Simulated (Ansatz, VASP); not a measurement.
One calculation of NaCl, two programs

```
Na Cl
1.0
     0.00000    2.73224    2.73224
     2.73224    0.00000    2.73224
     2.73224    2.73224    0.00000
Na Cl
1 1
Direct
  0.00000 0.00000 0.00000
  0.50000 0.50000 0.50000
```

Alike in both runs: functional LDA; k mesh 8 × 8 × 8; no spin polarisation.

Ansatz relaxed the structure, and its values are those at the end. VASP's run is a single point on that final structure, the one shown.

|  | VASP | Ansatz |
| --- | --- | --- |
| version | VASP 6.6.1 | Ansatz 0.2.0 |
| potentials or method | VASP PAW LDA potentials, release 64 (Na_pv, Cl), cutoff 520 eV | scalar-relativistic, plane waves, PAW |
| occupations | gaussian, width 0.01 eV | fixed |
| valence electrons in the cell | 14 | 16 |

|  | VASP | Ansatz | Ansatz less VASP |
| --- | --- | --- | --- |
| gap on the k mesh at the Fermi level (eV) | 5.08 | 5.07 | -0.007 |
| least direct gap on the mesh (eV) | 5.08 | 5.07 | -0.007 |
| pressure (GPa) | 0.0 | 0.0 | -0.04 |

LDA's correlation is that of Perdew and Zunger in VASP and of Perdew and Wang (1992) in Ansatz. VASP's potentials hold 14 valence electrons a cell and Ansatz's 16, so a difference there can come from the potentials and not from the codes.
